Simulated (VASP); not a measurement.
# Ag (P6_3/mmc) in VASP: notebook

The runs below take Ag through single point, with r2SCAN.

All numbers are computed with VASP 6.6.1; they aren't measurements. Logs are shortened: lines on timing, memory, paths and dates and some standing lists are left out, and cuts for length are marked.

**1. The cell of the first run**

The structure is hexagonal, space group P6_3/mmc (No. 194). The conventional cell has a = 2.915 Å, b = 2.915 Å, c = 4.715 Å, α = 90.00°, β = 90.00°, γ = 120.00°. Within 3.8 Å of Ag (site symmetry -6m2) lie 12 Ag at 2.90 to 2.92 Å.

**2. Single point, r2SCAN**

Input file POSCAR:

```
Ag
1.0
    2.9152311666      0.0000000000      0.0000000000
   -1.4576155833      2.5246642482      0.0000000000
    0.0000000000      0.0000000000      4.7145543034
Ag
2
Direct
    0.3333333333      0.6666666667      0.2500000000
    0.6666666667      0.3333333333      0.7500000000
```

Input file INCAR.step1:

```
PREC = Accurate ; ENCUT = 520
ISMEAR = -1 ; SIGMA = 0.1
LREAL = F ; LASPH = T
NELM = 100 ; NBANDS = 18
GGA = PE ; ALGO = Normal
EDIFF = 1E-4 ; LWAVE = T
LCHARG = F
```

Input file INCAR.step2:

```
PREC = Accurate ; ENCUT = 520
EDIFF = 1E-6 ; ISMEAR = -1
SIGMA = 0.1 ; LREAL = F
LASPH = T ; NELM = 100
ALGO = Normal ; ISIF = 2
LWAVE = F ; LCHARG = F
METAGGA = R2SCAN ; LMIXTAU = T
NBANDS = 18 ; ISTART = 1
```

Input file KPOINTS:

```
Automatic mesh
0
Gamma
  12 12 7
```

Potentials or basis: VASP PAW PBE potentials, release 64 (Ag).

Launch:

```sh
> cat potpaw_PBE.64/Ag/POTCAR > POTCAR
> cp INCAR.step1 INCAR
> mpirun -np 1 vasp_std > vasp.out
> cp INCAR.step2 INCAR
> mpirun -np 1 vasp_std > vasp.out
```

OUTCAR:

```text
PREC = Accurate
   ENCUT = 520
   EDIFF = 1E-6
   ISMEAR = -1
   LREAL = F
   LASPH = T
   NELM = 100
   ISIF = 2
   METAGGA = R2SCAN
   ISTART = 1

 ion  position               nearest neighbor table
   1  0.333  0.667  0.250-   2 2.90   2 2.90   2 2.90   2 2.90   2 2.90   2 2.90
   2  0.667  0.333  0.750-   1 2.90   1 2.90   1 2.90   1 2.90   1 2.90   1 2.90

  LATTYP: Found a hexagonal cell.
 ALAT       =     2.9152311666
 C/A-ratio  =     1.6172145651

  Lattice vectors:

 A1 = (   2.9152311666,   0.0000000000,   0.0000000000)
 A2 = (  -1.4576155833,   2.5246642482,   0.0000000000)
 A3 = (   0.0000000000,   0.0000000000,   4.7145543034)

Analysis of symmetry for initial positions (statically):
=====================================================================
 Subroutine PRICEL returns:
 Original cell was already a primitive cell.

 Routine SETGRP: Setting up the symmetry group for a
 hexagonal supercell.

 Subroutine GETGRP returns: Found 24 space group operations
 (whereof 12 operations were pure point group operations)
 out of a pool of 24 trial point group operations.

The static configuration has the point symmetry D_3d.
 The point group associated with its full space group is D_6h.

Analysis of symmetry for dynamics (positions and initial velocities):
=====================================================================
 Subroutine PRICEL returns:
 Original cell was already a primitive cell.

 Routine SETGRP: Setting up the symmetry group for a
 hexagonal supercell.

 Subroutine GETGRP returns: Found 24 space group operations
 (whereof 12 operations were pure point group operations)
 out of a pool of 24 trial point group operations.

The dynamic configuration has the point symmetry D_3d.
 The point group associated with its full space group is D_6h.

 Subroutine INISYM returns: Found 24 space group operations
 (whereof 12 operations are pure point group operations),
 and found     1 'primitive' translations

----------------------------------------------------------------------------------------

                                     Primitive cell

  volume of cell :      34.6990

  direct lattice vectors                    reciprocal lattice vectors
     2.915231167  0.000000000  0.000000000     0.343025970  0.198046136  0.000000000
    -1.457615583  2.524664248  0.000000000     0.000000000  0.396092273  0.000000000
     0.000000000  0.000000000  4.714554303     0.000000000  0.000000000  0.212109128

  length of vectors
     2.915231167  2.915231167  4.714554303     0.396092273  0.396092273  0.212109128

  position of ions in fractional coordinates (direct lattice)
     0.333333333  0.666666667  0.250000000
     0.666666667  0.333333333  0.750000000

  ion indices of the primitive-cell ions
   primitive index   ion index
                 1           1
                 2           2

----------------------------------------------------------------------------------------

 KPOINTS: Automatic mesh

Automatic generation of k-mesh.
 Grid dimensions read from file:
 generate k-points for:   12   12    7

 Generating k-lattice:

  Cartesian coordinates                     Fractional coordinates (reciprocal lattice)
     0.028585498  0.016503845  0.000000000     0.083333333  0.000000000  0.000000000
     0.000000000  0.033007689  0.000000000     0.000000000  0.083333333  0.000000000
     0.000000000  0.000000000  0.030301304     0.000000000  0.000000000  0.142857143

  Length of vectors
     0.033007689  0.033007689  0.030301304

  Shift w.r.t. Gamma in fractional coordinates (k-lattice)
     0.000000000  0.000000000  0.000000000

 Subroutine IBZKPT returns following result:
 ===========================================

 Found     76 irreducible k-points:

 Following reciprocal coordinates:
            Coordinates               Weight
  0.000000  0.000000  0.000000      1.000000
  0.083333  0.000000  0.000000      6.000000
  0.166667 -0.000000  0.000000      6.000000
  0.250000  0.000000  0.000000      6.000000
  0.333333  0.000000  0.000000      6.000000
  0.416667  0.000000  0.000000      6.000000
[... 16 lines left out ...]
  0.250000  0.000000  0.142857     12.000000
  0.333333  0.000000  0.142857     12.000000
 [... further k-points ...]
   k-points           NKPTS =     76   k-points in BZ     NKDIM =     76   number of bands    NBANDS=     18
   number of dos      NEDOS =    301   number of ions     NIONS =      2
   total plane-waves  NPLWV =  20736
   dimension x,y,z NGX =    24 NGY =   24 NGZ =   36
   dimension x,y,z NGXF=    48 NGYF=   48 NGZF=   72
   ions per type =               2
   NGX,Y,Z   is equivalent  to a cutoff of  13.69, 13.69, 12.69 a.u.
   NGXF,Y,Z  is equivalent  to a cutoff of  27.37, 27.37, 25.39 a.u.
 SYSTEM =  unknown system
   PREC   = accura    normal or accurate (medium, high low for compatibility)
   ISTART =      1    job   : 0-new  1-cont  2-samecut
   ICHARG =      0    charge: 1-file 2-atom 10-const
   ISPIN  =      1    spin polarized calculation?
   LNONCOLLINEAR =      F non collinear calculations
   LSORBIT =      F    spin-orbit coupling
   LASPH  =      T    aspherical Exc in radial PAW
   ENCUT  =  520.0 eV  38.22 Ry    6.18 a.u.   5.42  5.42  8.77*2*pi/ulx,y,z
   NELM   =    100;   NELMIN=  2; NELMDL=  0     # of ELM steps
   EDIFF  = 0.1E-05   stopping-criterion for ELM
   LREAL  =      F    real-space projection
   EDIFFG = 0.1E-04   stopping-criterion for IOM
   NSW    =      0    number of steps for IOM
   IBRION =     -1    ionic relax: 0-MD 1-quasi-New 2-CG
   NFREE  =      0    steps in history (QN), initial steepest desc. (CG)
   ISIF   =      2    stress and relaxation
   ISYM   =      2    0-nonsym 1-usesym 2-fastsym
   POTIM  = 0.5000    time-step for ionic-motion
   TEBEG  =    0.0;   TEEND  =   0.0 temperature during run
   PSTRESS=    0.0 pullay stress
   NELECT =      22.0000    total number of electrons
   NUPDOWN=      -1.0000    fix difference up-down
   EMIN   =  10.00;   EMAX   =-10.00  energy-range for DOS
   EFERMI =   0.00;   METHOD = LEGACY
   ISMEAR =    -1;   SIGMA  =   0.10  broadening in eV -4-tet -1-fermi 0-gaus
   EFERMI_NEDOS =   21; number of points for ismear=-14 and -15
   IALGO  =     38    algorithm
   IMIX   =      4    mixing-type and parameters
     AMIX     =   0.40;   BMIX     =  1.00
     AMIX_MAG =   1.60;   BMIX_MAG =  1.00
  volume/ion in A,a.u.               =      17.35       117.08
  Fermi-wavevector in a.u.,A,eV,Ry     =   1.406404  2.657717 26.911930  1.977971
  Thomas-Fermi vector in A             =   2.528767
   LORBIT       =      0    0 simple, 1 ext, 2 COOP (PROOUT), +10 PAW based schemes
   METAGGA = R2SCAN    functional components
   LHFCALC =     F    Hartree Fock is set to
   AEXX    =    0.0000 exact exchange contribution
   IVDW    =     0    specifies the selected vdW correction
   LEPSILON=     F    determine dielectric tensor
   LRPA    =     F    only Hartree local field effects (RPA)
 non-spin polarized calculation
  energy-cutoff  :      520.00
  volume of cell :       34.70
 maximum number of plane-waves:       965
 NGX is ok and might be reduce to    24
   NGX = 11   NGY = 11   NGZ = 17

 number of electron      22.0000010 magnetization

 Free energy of the ion-electron system (eV)
  ---------------------------------------------------
  ext. energy  EPLUGINS =         0.00000000
  ---------------------------------------------------
  free energy    TOTEN  =       -42.70785855 eV

  energy without entropy =      -42.68787786  energy(sigma->0) =      -42.69786821

 E-fermi :   8.2082     XC(G=0): -12.8436

 val. band max:        8.1986167282   @ k =   0.4167   0.0833   0.2857
 cond. band min:       8.2190515694   @ k =   0.0833   0.0833   0.1429
 fundamental gap:      0.0204348412
 Fermi energy:         8.2081741272

 k-point     1 :       0.0000    0.0000    0.0000
  band No.  band energies     occupation
      1       0.3691      2.00000
      2       1.5817      2.00000
      3       3.1550      2.00000
      4       3.2111      2.00000
      5       3.2111      2.00000
      6       3.4552      2.00000
[... 10 lines left out ...]
     17      26.8165      0.00000
     18      26.8165      0.00000

 k-point     2 :       0.0833    0.0000    0.0000
  band No.  band energies     occupation
      1       0.5625      2.00000
      2       1.6877      2.00000
      3       3.0169      2.00000
      4       3.3114      2.00000
      5       3.3397      2.00000
      6       3.4263      2.00000
[... 10 lines left out ...]
     17      26.7557      0.00000
     18      27.4492      0.00000

 k-point     3 :       0.1667   -0.0000    0.0000
  band No.  band energies     occupation
      1       1.0947      2.00000
      2       1.9260      2.00000
      3       2.8625      2.00000
      4       3.3158      2.00000
      5       3.3228      2.00000
      6       3.5472      2.00000
[... 10 lines left out ...]
     17      26.3731      0.00000
     18      27.0048      0.00000

 k-point     4 :       0.2500    0.0000    0.0000
  band No.  band energies     occupation
      1       1.7187      2.00000
      2       2.0226      2.00000
      3       2.8102      2.00000
      4       2.9678      2.00000
      5       3.3164      2.00000
      6       3.3731      2.00000
[... 375 lines left out ...]
      4       3.2161      2.00000
      5       3.2376      2.00000
      6       3.4283      2.00000
[... 10 lines left out ...]
     17      25.5909      0.00000
     18      26.5189      0.00000

 k-point    23 :       0.2500    0.0000    0.1429
  band No.  band energies     occupation
      1       1.7583      2.00000
      2       2.0832      2.00000
      3       2.8734      2.00000
      4       2.9221      2.00000
      5       3.2031      2.00000
      6       3.4012      2.00000
[... 10 lines left out ...]
     17      24.9673      0.00000
     18      26.1071      0.00000

 k-point    24 :       0.3333    0.0000    0.1429
  band No.  band energies     occupation
      1       1.8132      2.00000
      2       1.9654      2.00000
      3       2.5672      2.00000
      4       3.0252      2.00000
      5       3.2784      2.00000
      6       3.4451      2.00000
[... 10 lines left out ...]
     17      23.5847      0.00000
     18      25.5064      0.00000

 [... further k-points ...]
[... 5 lines left out ...]
  --------------------------------------------------------------------------------------
  -------------------------------------------------------------------------------------
  Total        0.0319674      0.0319674      0.0331274      0.0000000     -0.0000000      0.0000000
  in kB        1.4760493      1.4760493      1.5296086      0.0000000     -0.0000000      0.0000000
  external PRESSURE =       1.4939024 kB  Pullay stress =       0.0000000 kB

 VOLUME and BASIS-vectors are now :
 -----------------------------------------------------------------------------
  energy-cutoff  :      520.00
  volume of cell :       34.70
      direct lattice vectors                 reciprocal lattice vectors
     2.915231167  0.000000000  0.000000000     0.343025970  0.198046136  0.000000000
    -1.457615583  2.524664248  0.000000000     0.000000000  0.396092273  0.000000000
     0.000000000  0.000000000  4.714554303     0.000000000  0.000000000  0.212109128

 POSITION                                       TOTAL-FORCE (eV/Angst)
 -----------------------------------------------------------------------------------
     -0.00000      1.68311      1.17864         0.000000     -0.000000      0.000000
      1.45762      0.84155      3.53592        -0.000000      0.000000      0.000000
 -----------------------------------------------------------------------------------
    total drift:                               -0.000000      0.000000     -0.000000

  FREE ENERGIE OF THE ION-ELECTRON SYSTEM (eV)
  ---------------------------------------------------
  free  energy   TOTEN  =       -42.7078585527 eV

  energy  without entropy=      -42.6878778577  energy(sigma->0) =      -42.69786821
```

Wall time 98 s (1 thread of Intel Xeon 6975P-C, shared host); peak memory 0.18 GiB.

Results:

- Free energy: -42.7079 eV
- Pressure: 0.1 GPa
- Band gap on the k mesh: zero (band 11 reaches 12.25 eV, above the bottom of band 12 at 4.58 eV)

Levels at points of the mesh, in eV from the Fermi level:
| k point | band 9 | band 10 | band 11 | band 12 | band 13 | band 14 |
| --- | --- | --- | --- | --- | --- | --- |
| (0.00, 0.00, 0.00) | -4.46 | -3.42 | -3.42 | -0.22 | 3.72 | 16.15 |
| (0.50, 0.00, 0.00) | -3.22 | -3.16 | 0.08 | 1.49 | 7.17 | 7.39 |

Caveat: the PAW data sets were made with another functional, which shifts forces and pressure a little.

**3. Single point, r2SCAN (volume scaled by 0.88)**

Input file POSCAR:

```
Ag
1.0
    2.7936192999      0.0000000000      0.0000000000
   -1.3968096500      2.4193452822      0.0000000000
    0.0000000000      0.0000000000      4.5178818213
Ag
2
Direct
    0.3333333333      0.6666666667      0.2500000000
    0.6666666667      0.3333333333      0.7500000000
```

Input file INCAR.step1:

```
PREC     = Accurate       # precision mode
ENCUT    = 520            # plane-wave cutoff, eV
ISMEAR   = -1             # smearing method
SIGMA    = 0.1            # smearing width, eV
LREAL    = False          # projectors in reciprocal space
LASPH    = True           # aspherical terms in the spheres
NELM     = 100            # most SCF steps
NBANDS   = 18             # bands
GGA      = PE             # functional
ALGO     = Normal         # electronic algorithm
EDIFF    = 1E-4           # SCF threshold, eV
LWAVE    = True           # write WAVECAR
LCHARG   = False          # write CHGCAR
```

Input file INCAR.step2:

```
PREC     = Accurate       # precision mode
ENCUT    = 520            # plane-wave cutoff, eV
EDIFF    = 1E-6           # SCF threshold, eV
ISMEAR   = -1             # smearing method
SIGMA    = 0.1            # smearing width, eV
LREAL    = False          # projectors in reciprocal space
LASPH    = True           # aspherical terms in the spheres
NELM     = 100            # most SCF steps
ALGO     = Normal         # electronic algorithm
ISIF     = 2              # what is computed and relaxed
LWAVE    = False          # write WAVECAR
LCHARG   = True           # write CHGCAR
METAGGA  = R2SCAN         # meta-GGA
LMIXTAU  = True         
LELF     = True           # ELF
LVHAR    = True         
NBANDS   = 18             # bands
ISTART   = 1
```

Input file KPOINTS:

```
regular mesh
0
Gamma
  14 14 8
```

Potentials or basis: VASP PAW PBE potentials, release 64 (Ag).

Launch:

```sh
> cat potpaw_PBE.64/Ag/POTCAR > POTCAR
> cp INCAR.step1 INCAR
> mpirun -np 1 vasp_std > vasp.out
> cp INCAR.step2 INCAR
> mpirun -np 1 vasp_std > vasp.out
```

Wall time 2.4 min (1 thread of Intel Xeon 6975P-C, shared host); peak memory 0.19 GiB.

Results (log left out):

```
Free energy            : -42.4939 eV
Pressure               : 19.2 GPa
Band gap on the k mesh : zero (band 11 reaches 14.15 eV, above the bottom of band 12 at 6.18 eV)
```

Stress tensor (GPa, compression positive):
```
18.56  0.00  0.00
 0.00 18.56  0.00
 0.00  0.00 20.39
```

Levels at points of the mesh, in eV from the Fermi level:
| k point | band 8 | band 9 | band 10 | band 11 | band 12 | band 13 | band 14 | band 15 |
| --- | --- | --- | --- | --- | --- | --- | --- | --- |
| (0.00, 0.00, 0.00) | -4.76 | -4.76 | -3.46 | -3.46 | -0.53 | 4.57 | 16.54 | 18.95 |
| (0.50, 0.00, 0.00) | -3.32 | -3.20 | -3.14 | 0.10 | 1.89 | 7.88 | 8.08 | 10.98 |
| (0.00, 0.00, 0.50) | -5.20 | -3.85 | -3.85 | -3.85 | -3.85 | 12.73 | 12.73 | 17.01 |
| (0.50, 0.00, 0.50) | -3.53 | -3.21 | -3.21 | 0.74 | 0.74 | 5.49 | 5.49 | 15.14 |

Caveat: the PAW data sets were made with another functional, which shifts forces and pressure a little.

**4. Single point, r2SCAN (volume scaled by 0.92)**

Input file POSCAR:

```
Ag
1.0
    2.8353212585      0.0000000000      0.0000000000
   -1.4176606292      2.4554602377      0.0000000000
    0.0000000000      0.0000000000      4.5853228361
Ag
2
Direct
    0.3333333333      0.6666666667      0.2500000000
    0.6666666667      0.3333333333      0.7500000000
```

Input file INCAR.step1:

```
  PREC = Accurate
  ENCUT = 520
  ISMEAR = -1
  SIGMA = 0.1
  LREAL = F
  LASPH = T
  NELM = 100
  NBANDS = 18
  GGA = PE
  ALGO = Normal
  EDIFF = 1E-4
  LWAVE = T
  LCHARG = F
```

Input file INCAR.step2:

```
  PREC = Accurate
  ENCUT = 520
  EDIFF = 1E-7
  ISMEAR = -1
  SIGMA = 0.1
  LREAL = F
  LASPH = T
  NELM = 100
  ALGO = Normal
  ISIF = 2
  LWAVE = F
  LCHARG = F
  METAGGA = R2SCAN
  LMIXTAU = T
  NBANDS = 18
  ISTART = 1
```

Input file KPOINTS:

```
Automatic mesh
0
Gamma
  14 14 8
```

Launch:

```sh
> cat potpaw_PBE.64/Ag/POTCAR > POTCAR
> cp INCAR.step1 INCAR
> mpirun -np 1 vasp_std > vasp.out
> cp INCAR.step2 INCAR
> mpirun -np 1 vasp_std > vasp.out
```

Wall time 3.2 min (1 thread of Intel Xeon 6975P-C, shared host); peak memory 0.2 GiB.

Results (log left out):

- Free energy: -42.6239 eV
- Pressure: 11.1 GPa
- Band gap on the k mesh: zero (band 11 reaches 13.34 eV, above the bottom of band 12 at 5.56 eV)

Stress tensor (GPa, compression positive):
```
10.59  0.00  0.00
 0.00 10.59  0.00
 0.00  0.00 11.98
```

Levels at points of the mesh, in eV from the Fermi level:
```
           k point  band 8  band 9  band 10  band 11  band 12  band 13  band 14  band 15
(0.00, 0.00, 0.00)   -4.63   -4.63    -3.43    -3.43    -0.41     4.27    16.43    18.78
(0.50, 0.00, 0.00)   -3.30   -3.19    -3.13     0.10     1.76     7.64     7.85    10.52
(0.00, 0.00, 0.50)   -5.00   -3.79    -3.79    -3.79    -3.79    12.35    12.35    16.86
(0.50, 0.00, 0.50)   -3.48   -3.20    -3.20     0.78     0.78     5.18     5.18    14.72
```

Caveat: the PAW data sets were made with another functional, which shifts forces and pressure a little.

[end of part 1 of 2]
